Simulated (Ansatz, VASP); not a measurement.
**P in VASP and in Ansatz**

File INCAR:

```
SYSTEM = P
  PREC = Accurate
  ENCUT = 520
  EDIFF = 1E-7
  ISMEAR = -1
  SIGMA = 0.05
  LREAL = .False.
  LASPH = .True.
  NELM = 60
  ALGO = Normal
  ISIF = 2
  LWAVE = .False.
  LCHARG = .False.
  GGA = B5
  ALDAX = 1.0
  AGGAX = 1.0
  AGGAC = 1.0
  ALDAC = 0.0
  NBANDS = 18
```

File KPOINTS:

```
regular mesh
0
Gamma
  9 9 6
  0 0 0
```

POSCAR

```
P
1.0
    1.6606545363     -8.5716894752      0.0000000000
    1.6606545363      8.5716894752      0.0000000000
    0.0000000000      0.0000000000      4.7949638663
P
4
Direct
    0.0607075126      0.9392924874      0.9043653908
    0.5607075126      0.4392924874      0.5956346092
    0.9392924874      0.0607075126      0.0956346092
    0.4392924874      0.5607075126      0.4043653908
```

Input for Ansatz:

```yaml
crystal:
  lattice:
    - [1.6606545363, -8.5716894752, 0.0]
    - [1.6606545363, 8.5716894752, 0.0]
    - [0.0, 0.0, 4.7949638663]
  atoms:
    - { symbol: P, position: [0.0607075126, 0.9392924874, 0.9043653908] }
    - { symbol: P, position: [0.5607075126, 0.4392924874, 0.5956346092] }
    - { symbol: P, position: [0.9392924874, 0.0607075126, 0.0956346092] }
    - { symbol: P, position: [0.4392924874, 0.5607075126, 0.4043653908] }
hamiltonian:
  xc: blyp
  pseudopotentials:
    kind: paw
    azcp:
      P: "pseudopotentials/P.paw.azcp"
basis:
  ecutwfc: 420
  fft_grid_basis: typed
kpoints:
  mp_grid: { grid: [9, 9, 6], shift: [0, 0, 0] }
magnetization:
  spin_polarized: false
scf:
  occupations: { method: fermi_dirac, width: 0.05 }
output:
  stress: true
```

Alike in both runs: task single point; functional BLYP; k mesh 9 × 9 × 6; occupations fermi-dirac, width 0.05 eV; no spin polarisation.

```csv
,VASP,Ansatz
version,VASP 6.6.1,Ansatz 0.2.0
potentials or method,"VASP PAW PBE potentials, release 64 (P), cutoff 520 eV","plane waves (420 eV) with PAW, scalar-relativistic"
valence electrons in the cell,20,20
```

|  | VASP | Ansatz | Ansatz less VASP |
| --- | --- | --- | --- |
| pressure (GPa) | 1.5 | 1.6 | +0.09 |
| traceless stress, the component that is largest in VASP (GPa) | -0.32 | -0.32 | -0.003 |

VASP's potentials were made for PBE, not for BLYP.
